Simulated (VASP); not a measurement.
A run of VASP 6.6.1 is set up as follows.

The input INCAR:

```
PREC = Accurate ; ENCUT = 520
EDIFF = 1E-6 ; ISMEAR = 0
SIGMA = 0.05 ; LREAL = F
LASPH = T ; NELM = 150
ALGO = Normal ; ISIF = 2
LWAVE = F ; LCHARG = T
ISPIN = 2 ; MAGMOM = 3.1 3.1 3.1 0
LORBIT = 11 ; LMAXMIX = 4
GGA = PS ; LELF = T
LVHAR = T ; NBANDS = 34
```

File KPOINTS:

```
regular mesh
0
Gamma
  8 8 8
```

File POSCAR:

```
Mn3Sb
1.0
    4.0016992780      0.0000000000      0.0000000000
    0.0000000000      4.0016992780      0.0000000000
    0.0000000000      0.0000000000      4.0016992780
Mn Sb
3 1
Direct
    0.0000000000      0.5000000000      0.5000000000
    0.5000000000      0.0000000000      0.5000000000
    0.5000000000      0.5000000000      0.0000000000
    0.0000000000      0.0000000000      0.0000000000
```

Potentials or basis: VASP PAW PBE potentials, release 64 (Mn_pv, Sb).

Command:

```bash
$ cat potpaw_PBE.64/Mn_pv/POTCAR potpaw_PBE.64/Sb/POTCAR > POTCAR
$ mpirun -np 1 vasp_std > vasp.out
```

**Question.** Predict the pressure.

**Answer.** -15.1 GPa.

**Question.** What does it give for the net moment?

**Answer.** 8.42 μB per cell.

Caveat: the PAW data sets were made with another functional, which shifts forces and pressure a little.
